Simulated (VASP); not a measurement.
Input of a VASP 6.6.1 run:

The input POSCAR:

```
NaZnCl3
1.0
    4.8580332447      0.0000000000      0.0000000000
    0.0000000000      4.8580332447      0.0000000000
    0.0000000000      0.0000000000      4.8580332447
Na Zn Cl
1 1 3
Direct
    0.0000000000      0.0000000000      0.0000000000
    0.5000000000      0.5000000000      0.5000000000
    0.5000000000      0.5000000000      0.0000000000
    0.5000000000      0.0000000000      0.5000000000
    0.0000000000      0.5000000000      0.5000000000
```

File INCAR.step1:

```
SYSTEM = NaZnCl3
  ALGO = Normal
  EDIFF = 1E-4
  ENCUT = 520
  GGA = PE
  ISMEAR = 0
  LASPH = .True.
  LCHARG = .False.
  LREAL = .False.
  LWAVE = .True.
  NBANDS = 28
  NELM = 60
  PREC = Accurate
  SIGMA = 0.01
```

File INCAR.step2:

```
SYSTEM = NaZnCl3
  ALGO = Normal
  EDIFF = 1E-6
  ENCUT = 520
  ISIF = 2
  ISMEAR = 0
  ISTART = 1
  LASPH = .True.
  LCHARG = .False.
  LMIXTAU = .True.
  LREAL = .False.
  LWAVE = .False.
  METAGGA = R2SCAN
  NBANDS = 28
  NELM = 60
  PREC = Accurate
  SIGMA = 0.01
```

File KPOINTS:

```
k-points
0
Gamma
  6 6 6
  0 0 0
```

Potentials or basis: VASP PAW PBE potentials, release 64 (Na_pv, Zn, Cl).

The run is started by

```sh
$ cat potpaw_PBE.64/Na_pv/POTCAR potpaw_PBE.64/Zn/POTCAR potpaw_PBE.64/Cl/POTCAR > POTCAR
$ cp INCAR.step1 INCAR
$ mpirun -np 1 vasp_std > vasp.out
$ cp INCAR.step2 INCAR
$ mpirun -np 1 vasp_std > vasp.out
```

Q: What does it give for the band gap on the k mesh?

A: 2.35 eV (least direct gap 2.95 eV).

Q: What does it give for the pressure?

A: 0.0 GPa.

Caveat: the PAW data sets were made with another functional, which shifts forces and pressure a little. A k mesh can miss the band edges.
